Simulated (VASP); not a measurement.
# AlBN (P4/mmm) in VASP: a series of runs

The runs below take AlBN through relaxation of cell and atoms, with PBE.

Program: VASP 6.6.1. These are calculated values, not measurements. Logs are shortened: lines on timing, memory, paths and dates and some standing lists are left out, and cuts for length are marked.

## 1. The cell of the first run

It takes space group P4/mmm (No. 123, tetragonal). The conventional cell has a = 2.801 Å, b = 2.801 Å, c = 4.337 Å, α = 90.00°, β = 90.00°, γ = 90.00°. Within 2.6 Å of Al (site symmetry 4/mmm) lie 4 B at 1.98 Å. B (site symmetry 4/mmm) has 4 Al at 1.98 Å and 2 N at 2.17 Å within 2.6 Å. N (site symmetry 4/mmm) has 2 B at 2.17 Å and 4 N at 2.80 Å within 2.9 Å.

## 2. Relaxation of cell and atoms, PBE

File INCAR:

```
ALGO = Normal
EDIFF = 1E-6
EDIFFG = -0.04
ENCUT = 600
GGA = PE
IBRION = 2
ISIF = 3
ISMEAR = 0
LASPH = T
LCHARG = F
LREAL = F
LWAVE = F
NELM = 100
NSW = 90
PREC = Accurate
SIGMA = 0.1
```

File KPOINTS:

```
k-points
0
Gamma
  6 6 4
```

File POSCAR:

```
AlBN
1.0
    2.8010117500      0.0000000000      0.0000000000
    0.0000000000      2.8010117500      0.0000000000
    0.0000000000      0.0000000000      4.3372985600
Al B N
1 1 1
Direct
    0.0000000000      0.0000000000      0.0000000000
    0.5000000000      0.5000000000      0.0000000000
    0.5000000000      0.5000000000      0.5000000000
```

Potentials or basis: VASP PAW PBE potentials, release 64 (Al, B, N).

Command:

```bash
cat potpaw_PBE.64/Al/POTCAR potpaw_PBE.64/B/POTCAR potpaw_PBE.64/N/POTCAR > POTCAR
mpirun -np 1 vasp_std > vasp.out
```

OUTCAR:

```text
EDIFF = 1E-6
   EDIFFG = -0.04
   ENCUT = 600
   GGA = PE
   IBRION = 2
   ISIF = 3
   ISMEAR = 0
   LASPH = T
   LREAL = F
   NELM = 100
   NSW = 90
   PREC = Accurate

 ion  position               nearest neighbor table
   1  0.000  0.000  0.000-   2 1.98   2 1.98   2 1.98   2 1.98
   2  0.500  0.500  0.000-   1 1.98   1 1.98   1 1.98   1 1.98
   3  0.500  0.500  0.500-

  LATTYP: Found a simple tetragonal cell.
 ALAT       =     2.8010117500
 C/A-ratio  =     1.5484756749

  Lattice vectors:

 A1 = (   2.8010117500,   0.0000000000,   0.0000000000)
 A2 = (   0.0000000000,   2.8010117500,   0.0000000000)
 A3 = (   0.0000000000,   0.0000000000,   4.3372985600)

Analysis of symmetry for initial positions (statically):
=====================================================================
 Subroutine PRICEL returns:
 Original cell was already a primitive cell.

 Routine SETGRP: Setting up the symmetry group for a
 simple tetragonal supercell.

 Subroutine GETGRP returns: Found 16 space group operations
 (whereof 16 operations were pure point group operations)
 out of a pool of 16 trial point group operations.

The static configuration has the point symmetry D_4h.

Analysis of symmetry for dynamics (positions and initial velocities):
=====================================================================
 Subroutine PRICEL returns:
 Original cell was already a primitive cell.

 Routine SETGRP: Setting up the symmetry group for a
 simple tetragonal supercell.

 Subroutine GETGRP returns: Found 16 space group operations
 (whereof 16 operations were pure point group operations)
 out of a pool of 16 trial point group operations.

The dynamic configuration has the point symmetry D_4h.

 Subroutine INISYM returns: Found 16 space group operations
 (whereof 16 operations are pure point group operations),
 and found     1 'primitive' translations

----------------------------------------------------------------------------------------

                                     Primitive cell

  volume of cell :      34.0290

  direct lattice vectors                    reciprocal lattice vectors
     2.801011750  0.000000000  0.000000000     0.357013854  0.000000000  0.000000000
     0.000000000  2.801011750  0.000000000     0.000000000  0.357013854  0.000000000
     0.000000000  0.000000000  4.337298560     0.000000000  0.000000000  0.230558258

  length of vectors
     2.801011750  2.801011750  4.337298560     0.357013854  0.357013854  0.230558258

  position of ions in fractional coordinates (direct lattice)
     0.000000000  0.000000000  0.000000000
     0.500000000  0.500000000  0.000000000
     0.500000000  0.500000000  0.500000000

[... 107 lines left out ...]
   LRPA    =     F    only Hartree local field effects (RPA)
 conjugate gradient relaxation of ions
 non-spin polarized calculation
 Gauss-broadening in eV      SIGMA  =   0.10
  energy-cutoff  :      600.00
  volume of cell :       34.03
 maximum number of plane-waves:      1148
 NGX is ok and might be reduce to    24
   NGX = 11   NGY = 11   NGZ = 17

--------------------------------------- Ionic step        1  -------------------------------------------

 number of electron      11.0000000 magnetization

 Free energy of the ion-electron system (eV)
  ---------------------------------------------------
  ext. energy  EPLUGINS =         0.00000000
  ---------------------------------------------------
  free energy    TOTEN  =       -12.82769549 eV

  energy without entropy =      -12.82012896  energy(sigma->0) =      -12.82391223

------------------------ aborting loop because EDIFF is reached ----------------------------------------

  FORCE on cell =-STRESS in cart. coord.  units (eV):
  Direction    XX          YY          ZZ          XY          YZ          ZX
  --------------------------------------------------------------------------------------
  -------------------------------------------------------------------------------------
  Total        7.0114305      7.0114305     -8.6381471      0.0000000      0.0000000      0.0000000
  in kB      330.1171127    330.1171127   -406.7073312      0.0000000      0.0000000      0.0000000
  external PRESSURE =      84.5089648 kB  Pullay stress =       0.0000000 kB
[... 92 lines left out ...]
  FREE ENERGIE OF THE ION-ELECTRON SYSTEM (eV)
  ---------------------------------------------------
  free  energy   TOTEN  =       -15.8797003601 eV

  energy  without entropy=      -15.8717210347  energy(sigma->0) =      -15.87571070

 E-fermi :   6.4157     XC(G=0): -10.1884

 val. band max:        6.3513248943   @ k =   0.3333   0.0000   0.0000
 cond. band min:       6.4783628221   @ k =   0.3333   0.1667   0.5000
 fundamental gap:      0.1270379278
 Fermi energy:         6.4156997306

 k-point     1 :       0.0000    0.0000    0.0000
  band No.  band energies     occupation
      1     -12.5719      2.00000
      2      -3.5131      2.00000
      3      -0.6034      2.00000
      4      -0.6034      2.00000
      5      -0.0269      2.00000
      6       8.9988      0.00000
      7      10.5857      0.00000
      8      10.5857      0.00000
      9      10.7889      0.00000
[... 265 lines left out ...]
 k-point    24 :       0.5000    0.0000    0.5000
  band No.  band energies     occupation
      1     -11.6151      2.00000
      2      -5.3756      2.00000
      3       1.0324      2.00000
      4       2.2573      2.00000
      5       2.8756      2.00000
      6       6.7358      0.00001
      7       7.1976      0.00000
      8       8.6742      0.00000
      9      12.3466      0.00000

 [... further k-points ...]

[... ionic steps 4 to 9 ...]

--------------------------------------- Ionic step       10  -------------------------------------------

 number of electron      11.0000000 magnetization

------------------------ aborting loop because EDIFF is reached ----------------------------------------
[... 69 lines left out ...]
--------------------------------------- Ionic step       12  -------------------------------------------

 number of electron      10.9999994 magnetization

 Free energy of the ion-electron system (eV)
  ---------------------------------------------------
  ext. energy  EPLUGINS =         0.00000000
  ---------------------------------------------------
  free energy    TOTEN  =       -17.83070627 eV

  energy without entropy =      -17.82287388  energy(sigma->0) =      -17.82679007

 E-fermi :   5.3493     XC(G=0):  -9.7687

 val. band max:        5.3378104539   @ k =   0.3333   0.1667   0.5000
 cond. band min:       5.3821366172   @ k =   0.5000   0.5000   0.5000
 fundamental gap:      0.0443261633
 Fermi energy:         5.3492839005

 k-point     1 :       0.0000    0.0000    0.0000
  band No.  band energies     occupation
      1     -13.0897      2.00000
      2      -4.1903      2.00000
      3      -1.2170      2.00000
      4      -1.2170      2.00000
      5      -0.9388      2.00000
      6       8.2225      0.00000
      7       9.0696      0.00000
      8       9.0696      0.00000
      9       9.7269      0.00000
[... 306 lines left out ...]
  FREE ENERGIE OF THE ION-ELECTRON SYSTEM (eV)
  ---------------------------------------------------
  free  energy   TOTEN  =       -17.8307062664 eV

  energy  without entropy=      -17.8228738779  energy(sigma->0) =      -17.82679007

 reached required accuracy - stopping structural energy minimisation
```

OSZICAR:

```text
N       E                     dE             d eps       ncg     rms          rms(c)
DAV:   1     0.298040165495E+02    0.29804E+02   -0.52809E+03   548   0.110E+03
DAV:   2    -0.122986946353E+02   -0.42103E+02   -0.40850E+02   816   0.181E+02
DAV:   3    -0.139958414282E+02   -0.16971E+01   -0.16065E+01   645   0.366E+01
[... 120 lines left out ...]
DAV:   3    -0.178321434375E+02    0.40100E-02   -0.13596E-02   594   0.107E+00    0.229E-01
DAV:   4    -0.178307401119E+02    0.14033E-02   -0.31140E-03   648   0.413E-01    0.570E-02
DAV:   5    -0.178307079661E+02    0.32146E-04   -0.20201E-04   638   0.112E-01    0.244E-02
DAV:   6    -0.178307064287E+02    0.15374E-05   -0.18762E-05   681   0.329E-02    0.633E-03
DAV:   7    -0.178307062664E+02    0.16229E-06   -0.35326E-06   389   0.138E-02
  12 F= -.17830706E+02 E0= -.17826790E+02  d E =-.243417E-01
```

CONTCAR:

```text
AlBN
   1.00000000000000
     3.8479006611874138    0.0000000000000000    0.0000000000000000
     0.0000000000000000    3.8479006611874134    0.0000000000000000
     0.0000000000000000    0.0000000000000000    2.6843693422718937
  Al              B               N
     1     1     1
Direct
     0.0000000000000000    0.0000000000000000    0.0000000000000000
     0.5000000000000000    0.5000000000000000    0.0000000000000000
     0.5000000000000000    0.5000000000000000    0.5000000000000000

  0.00000000E+00  0.00000000E+00  0.00000000E+00
  0.00000000E+00  0.00000000E+00  0.00000000E+00
  0.00000000E+00  0.00000000E+00  0.00000000E+00
```

It took 35 s on 1 thread of Intel Xeon 6975P-C (Granite Rapids), shared host; peak memory 0.15 GiB.

Results:

- Free energy: -17.8307 eV
- Relaxed volume: 13.25 Å³/atom
- Relaxed cell: a = 3.848 Å, b = 3.848 Å, c = 2.684 Å, α = 90.00°, β = 90.00°, γ = 90.00°
- Space group after relaxing (to 0.05 Å): P4/mmm (No. 123)
- Energy gained by relaxing: 1667.7 meV/atom
- Ionic steps: 12
- Pressure after relaxing: 0.1 GPa

The path:
| step | energy change (eV) | largest force (eV/Å) | pressure (GPa) | volume (Å³) |
| --- | --- | --- | --- | --- |
| 1 | 0.0000 | 0.0000 | 8.45 | 34.03 |
| 2 | -2.2685 | 0.0000 | -17.79 | 36.28 |
| 3 | -3.0520 | 0.0000 | -19.00 | 36.84 |
| 4 | -4.7416 | 0.0000 | -0.34 | 36.38 |
| 5 | 75.1582 | 0.0000 | 703.90 | 27.73 |
| 6 | -4.8127 | 0.0000 | 1.68 | 36.30 |
| 7 | -4.8465 | 0.0000 | 15.31 | 35.87 |
| 8 | -4.8994 | 0.0000 | 10.36 | 36.02 |
| 9 | -4.8654 | 0.0000 | -10.57 | 42.09 |
| 10 | -4.9787 | 0.0000 | -0.43 | 38.67 |
| 11 | -4.9909 | 0.0000 | 0.70 | 40.49 |
| 12 | -5.0030 | 0.0000 | 0.10 | 39.75 |

Final structure:
```yaml
crystal:
  lattice:
    - [3.84790, 0.00000, 0.00000]
    - [0.00000, 3.84790, 0.00000]
    - [0.00000, 0.00000, 2.68437]
  atoms:
    - { symbol: Al, position: [0.00000, 0.00000, 0.00000] }
    - { symbol: B, position: [0.50000, 0.50000, 0.00000] }
    - { symbol: N, position: [0.50000, 0.50000, 0.50000] }
```

Levels at points of the mesh, in eV from the Fermi level:
```
           k point  band 3  band 4  band 5  band 6  band 7  band 8
(0.00, 0.00, 0.00)   -6.57   -6.57   -6.29    2.87    3.72    3.72
(0.50, 0.00, 0.00)   -8.99   -6.30   -2.52   -1.44    1.97    6.05
(0.50, 0.50, 0.00)   -7.79   -7.79   -5.38    2.26    2.26    4.01
(0.00, 0.00, 0.50)   -3.34   -3.34   -1.61   -1.27   -0.05   -0.05
(0.50, 0.00, 0.50)   -4.71   -3.54   -3.19    0.56    0.59    2.38
(0.50, 0.50, 0.50)   -4.00   -4.00   -2.05   -2.05   -0.87    0.03
```

Caveat: the k points lie up to 0.59 Å⁻¹ apart in the final cell; the volume moved by over 15 % at a fixed basis, so the end points are rough.

[end of part 1 of 2]
